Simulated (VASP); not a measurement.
Write the native input for VASP 6.6.1 that does the following.

- Task: single point
- Functional: BLYP
- Potentials or basis: VASP PAW PBE potentials, release 64 (Ag)
- Cutoff: 520 eV
- k mesh: 15 × 15 × 15
- Occupations: fermi-dirac, width 0.1 eV
- Spin: no spin polarisation
- Dipole correction: no
- Further INCAR settings: ALGO = Normal; EDIFF = 1e-06; NBANDS = 12

The structure of Ag lies in POSCAR:

```
Ag
1.0
   -1.6491523904      1.6491523904      1.6491523904
    1.6491523904     -1.6491523904      1.6491523904
    1.6491523904      1.6491523904     -1.6491523904
Ag
1
Direct
    0.0000000000      0.0000000000      0.0000000000
```

This cell differs from its parent crystal: volume scaled by 0.92.

The input as run:

INCAR

```
AGGAC    = 1.0          
AGGAX    = 1.0          
ALDAC    = 0.0          
ALDAX    = 1.0          
ALGO     = Normal         # electronic algorithm
EDIFF    = 1E-6           # SCF threshold, eV
ENCUT    = 520            # plane-wave cutoff, eV
GGA      = B5             # functional
ISIF     = 2              # what is computed and relaxed
ISMEAR   = -1             # smearing method
LASPH    = T              # aspherical terms in the spheres
LCHARG   = F              # write CHGCAR
LREAL    = F              # projectors in reciprocal space
LWAVE    = F              # write WAVECAR
NBANDS   = 12             # bands
NELM     = 100            # most SCF steps
PREC     = Accurate       # precision mode
SIGMA    = 0.1            # smearing width, eV
```

KPOINTS

```
k-points
0
Gamma
  15 15 15
```

Potentials or basis: VASP PAW PBE potentials, release 64 (Ag).

The run is started by

```console
$ cat potpaw_PBE.64/Ag/POTCAR > POTCAR
$ mpirun -np 1 vasp_std > vasp.out
```

Results of the run:

| Item | Value |
| --- | --- |
| Pressure | 6.9 GPa |

Caveat: the PAW data sets were made with another functional, which shifts forces and pressure a little.

Wall time 44 s on 1 thread of Intel Xeon 8259CL, with other jobs on the host, peak memory 0.15 GiB.
